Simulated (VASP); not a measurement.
# Ta (Immm) in VASP: further runs

Runs on Ta. Level: PBE. Tasks: single point.

Everything below comes from runs of VASP 6.6.1. Logs are shortened: lines on timing, memory, paths and dates and some standing lists are left out, and cuts for length are marked.

**1. The cell of the first run**

The structure is orthorhombic, space group Immm (No. 71). Conventional cell: a = 2.821 Å, b = 3.136 Å, c = 3.319 Å, α = 90.00°, β = 90.00°, γ = 90.00°. Within 3.5 Å of Ta (site symmetry mmm) lie 14 Ta at 2.68 to 3.32 Å.

**2. Single point, PBE (normal strain along x -0.0550, normal strain along z -0.1500)**

File INCAR:

```
SYSTEM = Ta
PREC = Accurate ; ENCUT = 520
EDIFF = 1E-6 ; ISMEAR = 0
SIGMA = 0.15 ; LREAL = .FALSE.
LASPH = .TRUE. ; NELM = 60
ALGO = Fast ; ISIF = 2
LWAVE = .FALSE. ; LCHARG = .FALSE.
GGA = PE ; NBANDS = 12
```

File KPOINTS:

```
regular mesh
0
G
  18 18 18
  0 0 0
```

File POSCAR:

```
Ta
1.0
   -1.5682119726      1.6594835689      1.4105610336
    1.5682119726     -1.6594835689      1.4105610336
    1.5682119726      1.6594835689     -1.4105610336
Ta
1
Direct
    0.0000000000      0.0000000000      0.0000000000
```

Potentials or basis: VASP PAW PBE potentials, release 64 (Ta_pv).

The run is started by

```console
> cat potpaw_PBE.64/Ta_pv/POTCAR > POTCAR
> mpirun -np 1 vasp_std > vasp.out
```

OUTCAR:

```text
SYSTEM = Ta
   PREC = Accurate
   ENCUT = 520
   EDIFF = 1E-6
   ISMEAR = 0
   LREAL = .FALSE.
   LASPH = .TRUE.
   NELM = 60
   ISIF = 2
   GGA = PE

 ion  position               nearest neighbor table
   1  0.000  0.000  0.000-

  LATTYP: Found a body centered orthorhombic cell.
 ALAT       =     2.8211220672
 B/A-ratio  =     1.1117647058
 C/A-ratio  =     1.1764705882

  Lattice vectors:

 A1 = (   1.5682119726,  -1.6594835689,   1.4105610336)
 A2 = (  -1.5682119726,  -1.6594835689,  -1.4105610336)
 A3 = (   1.5682119726,   1.6594835689,  -1.4105610336)

Analysis of symmetry for initial positions (statically):
=====================================================================
 Subroutine PRICEL returns:
 Original cell was already a primitive cell.

 Routine SETGRP: Setting up the symmetry group for a
 body centered orthorhombic supercell.

 Subroutine GETGRP returns: Found  8 space group operations
 (whereof  8 operations were pure point group operations)
 out of a pool of  8 trial point group operations.

The static configuration has the point symmetry D_2h.

Analysis of symmetry for dynamics (positions and initial velocities):
=====================================================================
 Subroutine PRICEL returns:
 Original cell was already a primitive cell.

 Routine SETGRP: Setting up the symmetry group for a
 body centered orthorhombic supercell.

 Subroutine GETGRP returns: Found  8 space group operations
 (whereof  8 operations were pure point group operations)
 out of a pool of  8 trial point group operations.

The dynamic configuration has the point symmetry D_2h.

 Subroutine INISYM returns: Found  8 space group operations
 (whereof  8 operations are pure point group operations),
 and found     1 'primitive' translations

----------------------------------------------------------------------------------------

                                     Primitive cell

  volume of cell :      14.6835

  direct lattice vectors                    reciprocal lattice vectors
    -1.568211973  1.659483569  1.410561034     0.000000000  0.301298554  0.354468887
     1.568211973 -1.659483569  1.410561034     0.318834449  0.000000000  0.354468887
     1.568211973  1.659483569 -1.410561034     0.318834449  0.301298554  0.000000000

  length of vectors
     2.683813879  2.683813879  2.683813879     0.465219315  0.476763671  0.438675534

  position of ions in fractional coordinates (direct lattice)
     0.000000000  0.000000000  0.000000000

  ion indices of the primitive-cell ions
   primitive index   ion index
                 1           1

----------------------------------------------------------------------------------------

 KPOINTS: regular mesh

Automatic generation of k-mesh.
 Grid dimensions read from file:
 generate k-points for:   18   18   18

 Generating k-lattice:

  Cartesian coordinates                     Fractional coordinates (reciprocal lattice)
     0.000000000  0.016738809  0.019692716     0.055555556  0.000000000 -0.000000000
     0.017713025  0.000000000  0.019692716     0.000000000  0.055555556  0.000000000
     0.017713025  0.016738809  0.000000000    -0.000000000  0.000000000  0.055555556

  Length of vectors
     0.025845517  0.026486871  0.024370863

  Shift w.r.t. Gamma in fractional coordinates (k-lattice)
     0.000000000  0.000000000  0.000000000

 Subroutine IBZKPT returns following result:
 ===========================================

 Found    865 irreducible k-points:

 Following reciprocal coordinates:
            Coordinates               Weight
  0.000000  0.000000  0.000000      1.000000
  0.055556  0.000000  0.000000      4.000000
  0.111111  0.000000  0.000000      4.000000
  0.166667  0.000000 -0.000000      4.000000
  0.222222  0.000000 -0.000000      4.000000
  0.277778  0.000000  0.000000      4.000000
[... 16 lines left out ...]
 -0.333333  0.055556 -0.000000      8.000000
 -0.277778  0.055556 -0.000000      8.000000
 [... further k-points ...]
   k-points           NKPTS =    865   k-points in BZ     NKDIM =    865   number of bands    NBANDS=     12
   number of dos      NEDOS =    301   number of ions     NIONS =      1
   total plane-waves  NPLWV =   8000
   dimension x,y,z NGX =    20 NGY =   20 NGZ =   20
   dimension x,y,z NGXF=    40 NGYF=   40 NGZF=   40
   ions per type =               1
   NGX,Y,Z   is equivalent  to a cutoff of  12.39, 12.39, 12.39 a.u.
   NGXF,Y,Z  is equivalent  to a cutoff of  24.78, 24.78, 24.78 a.u.
 SYSTEM =  Ta
   PREC   = accura    normal or accurate (medium, high low for compatibility)
   ISTART =      0    job   : 0-new  1-cont  2-samecut
   ICHARG =      2    charge: 1-file 2-atom 10-const
   ISPIN  =      1    spin polarized calculation?
   LNONCOLLINEAR =      F non collinear calculations
   LSORBIT =      F    spin-orbit coupling
   LASPH  =      T    aspherical Exc in radial PAW
   ENCUT  =  520.0 eV  38.22 Ry    6.18 a.u.   4.99  4.99  4.99*2*pi/ulx,y,z
   NELM   =     60;   NELMIN=  2; NELMDL= -5     # of ELM steps
   EDIFF  = 0.1E-05   stopping-criterion for ELM
   LREAL  =      F    real-space projection
   EDIFFG = 0.1E-04   stopping-criterion for IOM
   NSW    =      0    number of steps for IOM
   IBRION =     -1    ionic relax: 0-MD 1-quasi-New 2-CG
   NFREE  =      0    steps in history (QN), initial steepest desc. (CG)
   ISIF   =      2    stress and relaxation
   ISYM   =      2    0-nonsym 1-usesym 2-fastsym
   POTIM  = 0.5000    time-step for ionic-motion
   TEBEG  =    0.0;   TEEND  =   0.0 temperature during run
   PSTRESS=    0.0 pullay stress
   NELECT =      11.0000    total number of electrons
   NUPDOWN=      -1.0000    fix difference up-down
   EMIN   =  10.00;   EMAX   =-10.00  energy-range for DOS
   EFERMI =   0.00;   METHOD = LEGACY
   ISMEAR =     0;   SIGMA  =   0.15  broadening in eV -4-tet -1-fermi 0-gaus
   EFERMI_NEDOS =   21; number of points for ismear=-14 and -15
   IALGO  =     68    algorithm
   IMIX   =      4    mixing-type and parameters
     AMIX     =   0.40;   BMIX     =  1.00
     AMIX_MAG =   1.60;   BMIX_MAG =  1.00
  volume/ion in A,a.u.               =      14.68        99.09
  Fermi-wavevector in a.u.,A,eV,Ry     =   1.486834  2.809709 30.078070  2.210676
  Thomas-Fermi vector in A             =   2.600071
   LORBIT       =      0    0 simple, 1 ext, 2 COOP (PROOUT), +10 PAW based schemes
   GGA     = PE    functional components
   LHFCALC =     F    Hartree Fock is set to
   AEXX    =    0.0000 exact exchange contribution
   IVDW    =     0    specifies the selected vdW correction
   LEPSILON=     F    determine dielectric tensor
   LRPA    =     F    only Hartree local field effects (RPA)
 non-spin polarized calculation
 RMM-DIIS sequential band-by-band and
 Gauss-broadening in eV      SIGMA  =   0.15
  energy-cutoff  :      520.00
  volume of cell :       14.68
 maximum number of plane-waves:       410
   NGX =  9   NGY =  9   NGZ =  9

 number of electron      10.9999999 magnetization

 Free energy of the ion-electron system (eV)
  ---------------------------------------------------
  ext. energy  EPLUGINS =         0.00000000
  ---------------------------------------------------
  free energy    TOTEN  =       -11.08898491 eV

  energy without entropy =      -11.07652905  energy(sigma->0) =      -11.08275698

 E-fermi :   7.4616     XC(G=0): -13.6971

 val. band max:        7.4607789210   @ k =  -0.2778  -0.3333   0.0556
 cond. band min:       7.4638545306   @ k =   0.5000   0.3333   0.0556
 fundamental gap:      0.0030756096
 Fermi energy:         7.4616279867

 k-point     1 :       0.0000    0.0000    0.0000
  band No.  band energies     occupation
      1     -25.0002      2.00000
      2     -24.9853      2.00000
      3     -24.8961      2.00000
      4      -1.3454      2.00000
      5       6.6572      2.00000
      6       8.5968      0.00000
      7       9.3531      0.00000
      8      10.1122      0.00000
      9      13.4310      0.00000
     10      22.0673      0.00000
     11      22.6420      0.00000
     12      23.1303      0.00000

 k-point     2 :       0.0556    0.0000    0.0000
  band No.  band energies     occupation
      1     -25.0341      2.00000
      2     -25.0212      2.00000
      3     -24.9321      2.00000
      4      -1.1570      2.00000
      5       6.7194      2.00000
      6       8.5133      0.00000
      7       9.3096      0.00000
      8      10.1256      0.00000
      9      13.2338      0.00000
     10      22.4770      0.00000
     11      22.6420      0.00000
     12      23.4757      0.00000

 k-point     3 :       0.1111    0.0000    0.0000
  band No.  band energies     occupation
      1     -25.2419      2.00000
      2     -25.0810      2.00000
      3     -24.9642      2.00000
      4      -0.6204      2.00000
      5       6.8070      2.00000
      6       8.2015      0.00000
      7       9.3198      0.00000
      8      10.2775      0.00000
      9      12.7967      0.00000
     10      22.6415      0.00000
     11      23.4410      0.00000
     12      24.4626      0.00000
[... 286 lines left out ...]
 k-point    23 :      -0.3333    0.0556   -0.0000
  band No.  band energies     occupation
      1     -26.5056      2.00000
      2     -25.4674      2.00000
      3     -25.0663      2.00000
      4       2.0588      2.00000
      5       5.7106      2.00000
      6       7.2633      1.93854
      7      11.6430      0.00000
      8      12.1687      0.00000
      9      13.1353      0.00000
     10      21.9681      0.00000
     11      22.6491      0.00000
     12      28.2746      0.00000

 k-point    24 :      -0.2778    0.0556   -0.0000
  band No.  band energies     occupation
      1     -26.1400      2.00000
      2     -25.3498      2.00000
      3     -25.0334      2.00000
      4       1.5065      2.00000
      5       6.1200      2.00000
      6       7.0899      1.99954
      7      10.9914      0.00000
      8      11.6507      0.00000
      9      12.3136      0.00000
     10      22.6293      0.00000
     11      23.0614      0.00000
     12      27.7053      0.00000

 [... further k-points ...]
[... 5 lines left out ...]
  --------------------------------------------------------------------------------------
  -------------------------------------------------------------------------------------
  Total        5.9298581      4.9989802      7.7050908      0.0000000      0.0000000      0.0000000
  in kB      647.0312919    545.4593650    840.7342597      0.0000000      0.0000000      0.0000000
  external PRESSURE =     677.7416389 kB  Pullay stress =       0.0000000 kB

 VOLUME and BASIS-vectors are now :
 -----------------------------------------------------------------------------
  energy-cutoff  :      520.00
  volume of cell :       14.68
      direct lattice vectors                 reciprocal lattice vectors
    -1.568211973  1.659483569  1.410561034     0.000000000  0.301298554  0.354468887
     1.568211973 -1.659483569  1.410561034     0.318834449  0.000000000  0.354468887
     1.568211973  1.659483569 -1.410561034     0.318834449  0.301298554  0.000000000

 POSITION                                       TOTAL-FORCE (eV/Angst)
 -----------------------------------------------------------------------------------
      0.00000      0.00000      0.00000         0.000000      0.000000      0.000000
 -----------------------------------------------------------------------------------
    total drift:                                0.000000     -0.000000      0.000000

  FREE ENERGIE OF THE ION-ELECTRON SYSTEM (eV)
  ---------------------------------------------------
  free  energy   TOTEN  =       -11.0889849095 eV

  energy  without entropy=      -11.0765290535  energy(sigma->0) =      -11.08275698
```

Run time: 44 s. Hardware: 1 thread of Intel Xeon 6975P-C (Granite Rapids), shared host; peak memory 0.25 GiB.

What came out:

| Property | Result |
| --- | --- |
| Free energy | -11.0890 eV |
| Pressure | 67.8 GPa |

Caveat: the cell differs from its parent crystal (normal strain along x -0.0550, normal strain along z -0.1500); spin-orbit coupling is left out, which moves the levels of the heavy elements.

**3. Single point, PBE (normal strain along x -0.0825, normal strain along z -0.1125)**

File INCAR:

```
SYSTEM = Ta
ALGO = Fast
EDIFF = 1E-6
ENCUT = 520
GGA = PE
ISIF = 2
ISMEAR = 0
LASPH = .TRUE.
LCHARG = .FALSE.
LREAL = .FALSE.
LWAVE = .FALSE.
NBANDS = 12
NELM = 80
PREC = Accurate
SIGMA = 0.15
```

File KPOINTS:

```
k-points
0
G
  18 18 18
  0 0 0
```

File POSCAR:

```
Ta
1.0
   -1.5225761745      1.6594835689      1.4727916674
    1.5225761745     -1.6594835689      1.4727916674
    1.5225761745      1.6594835689     -1.4727916674
Ta
1
Direct
    0.0000000000      0.0000000000      0.0000000000
```

Potentials or basis: VASP PAW PBE potentials, release 64 (Ta_pv).

The run is started by

```console
> cat potpaw_PBE.64/Ta_pv/POTCAR > POTCAR
> mpirun -np 1 vasp_std > vasp.out
```

Wall time 44 s (1 thread of Intel Xeon 6975P-C (Granite Rapids), shared host); peak memory 0.25 GiB.

Results (log left out):

- Free energy: -11.2149 eV
- Pressure: 60.6 GPa

Stress tensor (GPa, compression positive):
```
65.05  0.00  0.00
 0.00 48.07  0.00
 0.00  0.00 68.65
```

Levels at points of the mesh, in eV from the Fermi level:
| k point | band 1 | band 2 | band 3 | band 4 | band 5 | band 6 | band 7 | band 8 | band 9 | band 10 |
| --- | --- | --- | --- | --- | --- | --- | --- | --- | --- | --- |
| (0.00, 0.00, 0.00) | -32.39 | -32.39 | -32.37 | -8.68 | -0.08 | 0.52 | 1.75 | 3.32 | 5.57 | 14.63 |
| (0.50, 0.00, 0.00) | -34.54 | -32.99 | -32.43 | -5.39 | -1.97 | 2.53 | 3.47 | 6.65 | 9.43 | 12.82 |
| (0.00, 0.50, 0.00) | -34.48 | -33.15 | -32.56 | -5.48 | -3.26 | 3.30 | 5.91 | 6.92 | 9.93 | 12.77 |
| (0.50, 0.50, 0.00) | -34.54 | -32.93 | -32.37 | -5.37 | -1.38 | 2.20 | 3.09 | 5.85 | 9.42 | 12.95 |
| (0.50, 0.50, 0.50) | -34.10 | -33.73 | -33.59 | -5.39 | -4.97 | 8.12 | 8.56 | 8.74 | 8.80 | 11.02 |

Caveat: the cell differs from its parent crystal (normal strain along x -0.0825, normal strain along z -0.1125); spin-orbit coupling is left out, which moves the levels of the heavy elements.

**4. Single point, PBE (normal strain along x -0.1100, normal strain along z -0.0750)**

File INCAR:

```
PREC = Accurate ; ENCUT = 520
EDIFF = 1E-6 ; ISMEAR = 0
SIGMA = 0.15 ; LREAL = F
LASPH = T ; NELM = 100
ALGO = Fast ; ISIF = 2
LWAVE = F ; LCHARG = T
GGA = PE ; LELF = T
LVHAR = T ; NBANDS = 12
```

File KPOINTS:

```
Automatic mesh
0
Gamma
  18 18 18
```

File POSCAR:

```
Ta
1.0
   -1.4769403763      1.6594835689      1.5350223012
    1.4769403763     -1.6594835689      1.5350223012
    1.4769403763      1.6594835689     -1.5350223012
Ta
1
Direct
    0.0000000000      0.0000000000      0.0000000000
```

The run is started by

```console
> cat potpaw_PBE.64/Ta_pv/POTCAR > POTCAR
> mpirun -np 1 vasp_std > vasp.out
```

Wall time 48 s (1 thread of Intel Xeon 6975P-C (Granite Rapids), shared host); peak memory 0.25 GiB.

The run converged. Its results:

- Free energy: -11.2798 eV
- Pressure: 56.2 GPa

Stress tensor (GPa, compression positive):
```
64.10  0.00  0.00
 0.00 44.74  0.00
 0.00  0.00 59.73
```

Levels at points of the mesh, in eV from the Fermi level:
| k point | band 3 | band 4 | band 5 | band 6 | band 7 | band 8 |
| --- | --- | --- | --- | --- | --- | --- |
| (0.00, 0.00, 0.00) | -32.40 | -8.63 | -0.08 | 0.60 | 1.70 | 3.35 |
| (0.50, 0.00, 0.00) | -32.39 | -5.31 | -1.32 | 2.12 | 3.12 | 5.71 |
| (0.00, 0.50, 0.00) | -32.57 | -5.39 | -3.15 | 3.18 | 5.74 | 6.85 |
| (0.50, 0.50, 0.00) | -32.47 | -5.32 | -1.99 | 2.50 | 3.56 | 6.62 |
| (0.50, 0.50, 0.50) | -33.58 | -5.28 | -4.89 | 8.05 | 8.44 | 8.65 |

Caveat: the cell differs from its parent crystal (normal strain along x -0.1100, normal strain along z -0.0750); spin-orbit coupling is left out, which moves the levels of the heavy elements.

**5. The runs side by side**

| cell | gap on the mesh (eV) | pressure (GPa) |
| --- | --- | --- |
| a = 2.684 Å, angles 108.5, 103.6, 116.6°, 1 atom | none | 67.8 |
| a = 2.691 Å, angles 111.1, 103.9, 113.6°, 1 atom | none | 60.6 |
| a = 2.700 Å, angles 113.7, 104.2, 110.7°, 1 atom | none | 56.2 |

Alike in all rows: task single point; level PBE; potentials or basis VASP PAW PBE potentials, release 64 (Ta_pv); no spin polarisation; k mesh 18 × 18 × 18; cutoff (eV) 520; smearing gaussian 0.15 eV.

Caveats: spin-orbit coupling is left out, which moves the levels of the heavy elements.

Total energies depend on the potentials used, so only differences within one code and one set of settings carry meaning.
